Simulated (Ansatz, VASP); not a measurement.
**Two plane-wave programs on YGaC2N2**

```
Y Ga C N
1.0
     3.34030   -0.26758   -0.28552
    -1.42691    3.38205   -0.13861
    -1.24116   -2.19254    7.65506
Y Ga C N
1 1 2 2
Direct
  0.50000 0.50000 0.50000
  0.00000 0.00000 0.00000
  0.40791 0.99622 0.82061
  0.59209 0.00378 0.17939
  0.34418 0.02411 0.66403
  0.65582 0.97589 0.33597
```

Alike in both runs: functional PBE; k mesh 6 × 6 × 2; occupations gaussian, width 0.1 eV; no spin polarisation.

Ansatz relaxed the structure, and its values are those at the end. VASP's run is a single point on that final structure, the one shown.

|  | VASP | Ansatz |
| --- | --- | --- |
| version | VASP 6.6.1 | Ansatz 0.2.0 |
| potentials or method | VASP PAW PBE potentials, release 64 (Y_sv, Ga_d, C, N), cutoff 520 eV | scalar-relativistic, plane waves, PAW |
| valence electrons in the cell | 42 | 42 |

```tsv
	VASP	Ansatz	Ansatz less VASP
gap on the k mesh at the Fermi level (eV)	none	none	-
pressure (GPa)	0.0	-0.2	-0.18
rms of the force components (eV/Å)	0.067	0.005	-0.0622
```

A gap of «none» marks a metal or a gap that the smearing closes.

The k mesh is coarse, so the values compare programs but aren't converged.
